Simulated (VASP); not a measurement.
# ZnSe (Stilleite) in VASP: notebook

The runs below take ZnSe (Stilleite) through single point, relaxation of the atoms, with PBE.

Program: VASP 6.6.1. These are calculated values, not measurements. Logs are shortened: lines on timing, memory, paths and dates and some standing lists are left out, and cuts for length are marked.

## Step 1: The cell of the first run

Symmetry: I-4m2, No. 119, tetragonal system. Conventional cell: a = 4.008 Å, b = 4.008 Å, c = 5.781 Å, α = 90.00°, β = 90.00°, γ = 90.00°. Within 3.3 Å of Zn (site symmetry -4m2) lie 4 Se at 2.47 Å. Within 3.3 Å of Se (site symmetry -4m2) lie 4 Zn at 2.47 Å.

## Step 2: Single point, PBE (z stretched by +2 %, then relaxed in part)

INCAR reads:

```
SYSTEM = ZnSe
ALGO = Normal
EDIFF = 1E-7
ENCUT = 520
GGA = PE
ISIF = 2
ISMEAR = -1
LASPH = .True.
LCHARG = .False.
LREAL = .False.
LWAVE = .False.
NBANDS = 16
NELM = 80
PREC = Accurate
SIGMA = 0.02
```

KPOINTS reads:

```
k-points
0
Gamma
  13 13 13
  0 0 0
```

POSCAR reads:

```
ZnSe
1.0
    0.0000000000      2.8338000000      2.8904760000
    2.8338000000      0.0000000000      2.8904760000
    2.8338000000      2.8338000000      0.0000000000
Zn Se
1 1
Direct
    0.0000000000      0.0000000000      0.0000000000
    0.2500000000      0.2500000000      0.2500000000
```

Potentials or basis: VASP PAW PBE potentials, release 64 (Zn, Se).

Started as:

```sh
> cat potpaw_PBE.64/Zn/POTCAR potpaw_PBE.64/Se/POTCAR > POTCAR
> mpirun -np 1 vasp_std > vasp.out
```

OUTCAR:

```text
SYSTEM = ZnSe
   EDIFF = 1E-7
   ENCUT = 520
   GGA = PE
   ISIF = 2
   ISMEAR = -1
   LASPH = .True.
   LREAL = .False.
   NELM = 80
   PREC = Accurate

 ion  position               nearest neighbor table
   1  0.000  0.000  0.000-   2 2.47   2 2.47   2 2.47   2 2.47
   2  0.250  0.250  0.250-   1 2.47   1 2.47   1 2.47   1 2.47

  LATTYP: Found a body centered tetragonal cell.
 ALAT       =     4.0075983931
 C/A-ratio  =     1.4424978336

  Lattice vectors:

 A1 = (  -2.8338000000,   0.0000000000,   2.8904760000)
 A2 = (   2.8338000000,   0.0000000000,   2.8904760000)
 A3 = (   0.0000000000,   2.8338000000,  -2.8904760000)

Analysis of symmetry for initial positions (statically):
=====================================================================
 Subroutine PRICEL returns:
 Original cell was already a primitive cell.

 Routine SETGRP: Setting up the symmetry group for a
 body centered tetragonal supercell.

 Subroutine GETGRP returns: Found  8 space group operations
 (whereof  8 operations were pure point group operations)
 out of a pool of 16 trial point group operations.

The static configuration has the point symmetry D_2d.

Analysis of symmetry for dynamics (positions and initial velocities):
=====================================================================
 Subroutine PRICEL returns:
 Original cell was already a primitive cell.

 Routine SETGRP: Setting up the symmetry group for a
 body centered tetragonal supercell.

 Subroutine GETGRP returns: Found  8 space group operations
 (whereof  8 operations were pure point group operations)
 out of a pool of 16 trial point group operations.

The dynamic configuration has the point symmetry D_2d.

 Subroutine INISYM returns: Found  8 space group operations
 (whereof  8 operations are pure point group operations),
 and found     1 'primitive' translations

----------------------------------------------------------------------------------------

                                     Primitive cell

  volume of cell :      46.4235

  direct lattice vectors                    reciprocal lattice vectors
     0.000000000  2.833800000  2.890476000    -0.176441527  0.176441527  0.172981889
     2.833800000  0.000000000  2.890476000     0.176441527 -0.176441527  0.172981889
     2.833800000  2.833800000  0.000000000     0.176441527  0.176441527 -0.172981889

  length of vectors
     4.047872768  4.047872768  4.007598393     0.303621408  0.303621408  0.303621408

  position of ions in fractional coordinates (direct lattice)
     0.000000000  0.000000000  0.000000000
     0.250000000  0.250000000  0.250000000

  ion indices of the primitive-cell ions
   primitive index   ion index
                 1           1
                 2           2

----------------------------------------------------------------------------------------

 KPOINTS: k-points

Automatic generation of k-mesh.
 Grid dimensions read from file:
 generate k-points for:   13   13   13

 Generating k-lattice:

  Cartesian coordinates                     Fractional coordinates (reciprocal lattice)
    -0.013572425  0.013572425  0.013306299     0.076923077  0.000000000  0.000000000
     0.013572425 -0.013572425  0.013306299     0.000000000  0.076923077  0.000000000
     0.013572425  0.013572425 -0.013306299     0.000000000  0.000000000  0.076923077

  Length of vectors
     0.023355493  0.023355493  0.023355493

  Shift w.r.t. Gamma in fractional coordinates (k-lattice)
     0.000000000  0.000000000  0.000000000

 Subroutine IBZKPT returns following result:
 ===========================================

 Found    196 irreducible k-points:

 Following reciprocal coordinates:
            Coordinates               Weight
  0.000000  0.000000  0.000000      1.000000
  0.076923 -0.000000  0.000000      8.000000
  0.153846  0.000000  0.000000      8.000000
  0.230769  0.000000  0.000000      8.000000
  0.307692  0.000000  0.000000      8.000000
  0.384615 -0.000000  0.000000      8.000000
[... 16 lines left out ...]
  0.384615  0.153846  0.000000      8.000000
  0.461538  0.153846  0.000000      8.000000
 [... further k-points ...]
   k-points           NKPTS =    196   k-points in BZ     NKDIM =    196   number of bands    NBANDS=     16
   number of dos      NEDOS =    301   number of ions     NIONS =      2
   total plane-waves  NPLWV =  27000
   dimension x,y,z NGX =    30 NGY =   30 NGZ =   30
   dimension x,y,z NGXF=    60 NGYF=   60 NGZF=   60
   ions per type =               1   1
   NGX,Y,Z   is equivalent  to a cutoff of  12.32, 12.32, 12.44 a.u.
   NGXF,Y,Z  is equivalent  to a cutoff of  24.64, 24.64, 24.89 a.u.
 SYSTEM =  ZnSe
   PREC   = accura    normal or accurate (medium, high low for compatibility)
   ISTART =      0    job   : 0-new  1-cont  2-samecut
   ICHARG =      2    charge: 1-file 2-atom 10-const
   ISPIN  =      1    spin polarized calculation?
   LNONCOLLINEAR =      F non collinear calculations
   LSORBIT =      F    spin-orbit coupling
   LASPH  =      T    aspherical Exc in radial PAW
   ENCUT  =  520.0 eV  38.22 Ry    6.18 a.u.   7.53  7.53  7.45*2*pi/ulx,y,z
   NELM   =     80;   NELMIN=  2; NELMDL= -5     # of ELM steps
   EDIFF  = 0.1E-06   stopping-criterion for ELM
   LREAL  =      F    real-space projection
   EDIFFG = 0.1E-05   stopping-criterion for IOM
   NSW    =      0    number of steps for IOM
   IBRION =     -1    ionic relax: 0-MD 1-quasi-New 2-CG
   NFREE  =      0    steps in history (QN), initial steepest desc. (CG)
   ISIF   =      2    stress and relaxation
   ISYM   =      2    0-nonsym 1-usesym 2-fastsym
   POTIM  = 0.5000    time-step for ionic-motion
   TEBEG  =    0.0;   TEEND  =   0.0 temperature during run
   PSTRESS=    0.0 pullay stress
   NELECT =      18.0000    total number of electrons
   NUPDOWN=      -1.0000    fix difference up-down
   EMIN   =  10.00;   EMAX   =-10.00  energy-range for DOS
   EFERMI =   0.00;   METHOD = LEGACY
   ISMEAR =    -1;   SIGMA  =   0.02  broadening in eV -4-tet -1-fermi 0-gaus
   EFERMI_NEDOS =   21; number of points for ismear=-14 and -15
   IALGO  =     38    algorithm
   IMIX   =      4    mixing-type and parameters
     AMIX     =   0.40;   BMIX     =  1.00
     AMIX_MAG =   1.60;   BMIX_MAG =  1.00
  volume/ion in A,a.u.               =      23.21       156.64
  Fermi-wavevector in a.u.,A,eV,Ry     =   1.193767  2.255893 19.389402  1.425081
  Thomas-Fermi vector in A             =   2.329774
   LORBIT       =      0    0 simple, 1 ext, 2 COOP (PROOUT), +10 PAW based schemes
   GGA     = PE    functional components
[... 5 lines left out ...]
 non-spin polarized calculation
  energy-cutoff  :      520.00
  volume of cell :       46.42
 maximum number of plane-waves:      1274
 NGX is ok and might be reduce to    30
   NGX = 15   NGY = 15   NGZ = 15

 number of electron      18.0000018 magnetization

 Free energy of the ion-electron system (eV)
  ---------------------------------------------------
  ext. energy  EPLUGINS =         0.00000000
  ---------------------------------------------------
  free energy    TOTEN  =        -6.02922041 eV

  energy without entropy =       -6.02922041  energy(sigma->0) =       -6.02922041

 E-fermi :   1.8600     XC(G=0):  -9.2322

 val. band max:        1.4689035381   @ k =   0.0000   0.0000   0.0000
 cond. band min:       2.6539231711   @ k =   0.0000   0.0000   0.0000
 fundamental gap:      1.1850196330
 Fermi energy:         1.8599500196

 k-point     1 :       0.0000    0.0000    0.0000
  band No.  band energies     occupation
      1     -11.6888      2.00000
      2      -5.0361      2.00000
      3      -5.0272      2.00000
      4      -5.0272      2.00000
      5      -4.6799      2.00000
      6      -4.6771      2.00000
[... 8 lines left out ...]
     15      12.6786      0.00000
     16      13.0406      0.00000

 k-point     2 :       0.0769   -0.0000    0.0000
  band No.  band energies     occupation
      1     -11.6514      2.00000
      2      -5.0316      2.00000
      3      -5.0233      2.00000
      4      -5.0211      2.00000
      5      -4.6803      2.00000
      6      -4.6779      2.00000
[... 8 lines left out ...]
     15      12.2872      0.00000
     16      12.5969      0.00000

 k-point     3 :       0.1538    0.0000    0.0000
  band No.  band energies     occupation
      1     -11.5446      2.00000
      2      -5.0183      2.00000
      3      -5.0090      2.00000
      4      -5.0047      2.00000
      5      -4.6807      2.00000
      6      -4.6793      2.00000
[... 8 lines left out ...]
     15      12.0508      0.00000
     16      12.3804      0.00000

 k-point     4 :       0.2308    0.0000    0.0000
  band No.  band energies     occupation
      1     -11.3857      2.00000
      2      -4.9925      2.00000
      3      -4.9832      2.00000
      4      -4.9786      2.00000
      5      -4.6792      2.00000
      6      -4.6789      2.00000
[... 8 lines left out ...]
     15      11.8752      0.00000
     16      12.2554      0.00000

 k-point     5 :       0.3077    0.0000    0.0000
  band No.  band energies     occupation
      1     -11.2044      2.00000
      2      -4.9723      2.00000
      3      -4.9629      2.00000
      4      -4.8992      2.00000
      5      -4.6757      2.00000
      6      -4.6731      2.00000
[... 8 lines left out ...]
     15      12.2215      0.00000
     16      12.2417      0.00000

 k-point     6 :       0.3846   -0.0000    0.0000
  band No.  band energies     occupation
      1     -11.0427      2.00000
      2      -4.9590      2.00000
      3      -4.9486      2.00000
      4      -4.7536      2.00000
      5      -4.6695      2.00000
      6      -4.6646      2.00000
[... 8 lines left out ...]
     15      13.0421      0.00000
     16      13.1253      0.00000
[... 267 lines left out ...]
 k-point    21 :       0.2308    0.1538    0.0000
  band No.  band energies     occupation
      1     -11.3837      2.00000
      2      -5.0341      2.00000
      3      -4.9606      2.00000
      4      -4.9595      2.00000
      5      -4.6996      2.00000
      6      -4.6641      2.00000
[... 8 lines left out ...]
     15      13.3087      0.00000
     16      13.7752      0.00000

 k-point    22 :       0.3077    0.1538    0.0000
  band No.  band energies     occupation
      1     -11.2265      2.00000
      2      -5.0047      2.00000
      3      -4.9369      2.00000
      4      -4.9228      2.00000
      5      -4.6952      2.00000
      6      -4.6606      2.00000
[... 8 lines left out ...]
     15      13.3982      0.00000
     16      13.8048      0.00000

 k-point    23 :       0.3846    0.1538    0.0000
  band No.  band energies     occupation
      1     -11.0613      2.00000
      2      -4.9707      2.00000
      3      -4.9190      2.00000
      4      -4.8484      2.00000
      5      -4.6750      2.00000
      6      -4.6579      2.00000
[... 8 lines left out ...]
     15      13.5765      0.00000
     16      13.9397      0.00000

 k-point    24 :       0.4615    0.1538    0.0000
  band No.  band energies     occupation
      1     -10.9288      2.00000
      2      -4.9529      2.00000
      3      -4.9099      2.00000
      4      -4.7422      2.00000
      5      -4.6584      2.00000
      6      -4.6111      2.00000
[... 8 lines left out ...]
     15      13.7934      0.00000
     16      14.6359      0.00000

 [... further k-points ...]
[... 5 lines left out ...]
  --------------------------------------------------------------------------------------
  -------------------------------------------------------------------------------------
  Total        0.3736888      0.3736888      0.1709230      0.0000000      0.0000000      0.0000000
  in kB       12.8968270     12.8968270      5.8989304      0.0000000      0.0000000      0.0000000
  external PRESSURE =      10.5641948 kB  Pullay stress =       0.0000000 kB

 VOLUME and BASIS-vectors are now :
 -----------------------------------------------------------------------------
  energy-cutoff  :      520.00
  volume of cell :       46.42
      direct lattice vectors                 reciprocal lattice vectors
     0.000000000  2.833800000  2.890476000    -0.176441527  0.176441527  0.172981889
     2.833800000  0.000000000  2.890476000     0.176441527 -0.176441527  0.172981889
     2.833800000  2.833800000  0.000000000     0.176441527  0.176441527 -0.172981889

 POSITION                                       TOTAL-FORCE (eV/Angst)
 -----------------------------------------------------------------------------------
      0.00000      0.00000      0.00000         0.000000      0.000000     -0.000000
      1.41690      1.41690      1.44524        -0.000000     -0.000000      0.000000
 -----------------------------------------------------------------------------------
    total drift:                               -0.000001     -0.000001     -0.000002

  FREE ENERGIE OF THE ION-ELECTRON SYSTEM (eV)
  ---------------------------------------------------
  free  energy   TOTEN  =        -6.0292204072 eV

  energy  without entropy=       -6.0292204072  energy(sigma->0) =       -6.02922041
```

Run time: 67 s. Hardware: 1 thread of Intel Xeon 6975P-C (Granite Rapids), shared host; peak memory 0.28 GiB.

Results:

```yaml
Free_energy: -6.0292 eV
Pressure: 1.1 GPa
Band_gap_on_the_k_mesh: 1.19 eV, direct
```

Caveat: the cell differs from its parent crystal (z stretched by +2 %, then relaxed in part).

## Step 3: Relaxation of the atoms, PBE (volume scaled by 0.98)

INCAR reads:

```
  ALGO = Normal
  EDIFF = 1E-7
  EDIFFG = -0.02
  ENCUT = 520
  GGA = PE
  IBRION = 2
  ISIF = 2
  ISMEAR = -1
  LASPH = T
  LCHARG = F
  LREAL = F
  LWAVE = F
  NELM = 80
  NSW = 80
  PREC = Accurate
  SIGMA = 0.02
```

KPOINTS reads:

```
k-points
0
Gamma
  13 13 13
```

POSCAR reads:

```
ZnSe
1.0
    0.0000000000      2.8147806350      2.8147806350
    2.8147806350      0.0000000000      2.8147806350
    2.8147806350      2.8147806350      0.0000000000
Zn Se
1 1
Direct
    0.0000000000      0.0000000000      0.0000000000
    0.2500000000      0.2500000000      0.2500000000
```

Potentials or basis: VASP PAW PBE potentials, release 64 (Zn, Se).

Started as:

```sh
> cat potpaw_PBE.64/Zn/POTCAR potpaw_PBE.64/Se/POTCAR > POTCAR
> mpirun -np 1 vasp_std > vasp.out
```

Run time: 74 s. Hardware: 1 thread of Intel Xeon 8259CL, shared host; peak memory 0.2 GiB.

The run converged. Its results:

```yaml
Free_energy: -6.0036 eV
Pressure_after_relaxing: 3.8 GPa
Band_gap_on_the_k_mesh: 1.37 eV, direct
```

Final structure:
```yaml
crystal:
  lattice:
    - [0.00000, 2.81478, 2.81478]
    - [2.81478, 0.00000, 2.81478]
    - [2.81478, 2.81478, 0.00000]
  atoms:
    - { symbol: Zn, position: [0.00000, 0.00000, 0.00000] }
    - { symbol: Se, position: [0.25000, 0.25000, 0.25000] }
```

Levels at points of the mesh, in eV from the valence-band top:
```tsv
k point	band 6	band 7	band 8	band 9	band 10	band 11	band 12	band 13
(0.00, 0.00, 0.00)	-6.23	0.00	0.00	0.00	1.37	5.79	5.79	5.79
```

Caveat: the relaxation stopped at its first step, so nothing moved.

(Part 1 of 2 ends here.)
